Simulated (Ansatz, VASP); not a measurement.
# Al2PtSe4: VASP beside Ansatz

INCAR

```
ALGO = Normal
EDIFF = 1E-6
ENCUT = 520
GGA = PE
ISIF = 2
ISMEAR = 0
LASPH = True
LCHARG = True
LELF = True
LREAL = False
LVHAR = True
LWAVE = False
NBANDS = 29
NELM = 60
PREC = Accurate
SIGMA = 0.0432
```

Contents of KPOINTS:

```
k-points
0
Gamma
  7 7 7
```

Contents of POSCAR:

```
Al2PtSe4
1.0
    0.0000000000      5.4818710000      0.0000000000
    5.4818710000      0.0000000000      0.0000000000
    2.7409350000      2.7409350000     -5.4290740000
Pt Al Se
1 2 4
Direct
    0.0000000000      0.0000000000      0.0000000000
    0.7500000000      0.2500000000      0.5000000000
    0.5000000000      0.5000000000      0.0000000000
    0.3800000000      0.3900000000      0.7400000000
    0.6100000000      0.1200000000      0.2600000000
    0.8800000000      0.8700000000      0.7400000000
    0.1300000000      0.6200000000      0.2600000000
```

Input for Ansatz:

```yaml
crystal:
  lattice:
    - [0.0, 5.481871, 0.0]
    - [5.481871, 0.0, 0.0]
    - [2.740935, 2.740935, -5.429074]
  atoms:
    - { symbol: Pt, position: [0.0, 0.0, 0.0] }
    - { symbol: Al, position: [0.75, 0.25, 0.5] }
    - { symbol: Se, position: [0.38, 0.39, 0.74] }
    - { symbol: Se, position: [0.61, 0.12, 0.26] }
    - { symbol: Se, position: [0.88, 0.87, 0.74] }
    - { symbol: Se, position: [0.13, 0.62, 0.26] }
    - { symbol: Al, position: [0.5, 0.5, 0.0] }
  symmetry: { tolerance: 0.0003 }
kpoints:
  mp_grid: { grid: [7, 7, 7], shift: [0, 0, 0] }
  band_path:
    path:
      - [0.0, 0.0, 0.0]
      - [0.5, -0.5, 0.0]
      - [0.5, -0.5, 0.25]
      - [0.0, -0.5, 0.0]
      - [0.0, 0.0, 0.0]
      - [0.0, 0.0, 0.5]
      - [0.0, -0.37255696, 0.31372152]
      - [0.0, -0.62744304, -0.31372152]
      - [0.0, 0.0, 0.0]
      - [0.5, -0.5, 0.0]
      - [0.37255696, -0.62744304, -0.12744304]
    npoints: 6
magnetization:
  spin_polarized: false
scf:
  occupations: { method: gaussian, width: 0.0432 }
  lower_state_search: "off"
  max_iter: 200
hamiltonian:
  pseudopotentials: { kind: paw }
  xc: pbe
basis:
  ecutwfc: 420
  fft_grid_basis: typed
output:
  forces: true
  stress: true
  eigenvalues: true
  bader: true
  populations: true
  elf: true
  write_potential: true
  volumetric_format: npy
  dos:
    e_range: [-12, 8]
    de: 0.05
    projected: { site_lists: { Al: [Al], Pt: [Pt], Se: [Se] } }
checkpoint:
  read: saved_state
```

Alike in both runs: task single point; functional PBE; k mesh 7 × 7 × 7; occupations gaussian, width 0.0432 eV; no spin polarisation.

|  | VASP | Ansatz |
| --- | --- | --- |
| version | VASP 6.6.1 | Ansatz 0.2.0 |
| potentials or method | VASP PAW PBE potentials, release 64 (Pt, Al, Se), cutoff 520 eV | PAW plane waves |
| valence electrons in the cell | 40 | 88 |

|  | VASP | Ansatz | Ansatz less VASP |
| --- | --- | --- | --- |
| pressure (GPa) | 6.0 | 5.9 | -0.06 |
| rms of the force components (eV/Å) | 0.333 | 0.331 | -0.0021 |

The functional is the same, so the differences come from potentials, cutoffs and numerics. VASP's potentials hold 40 valence electrons a cell and Ansatz's 88, so a difference there can come from the potentials and not from the codes.

Spin-orbit coupling is off throughout.
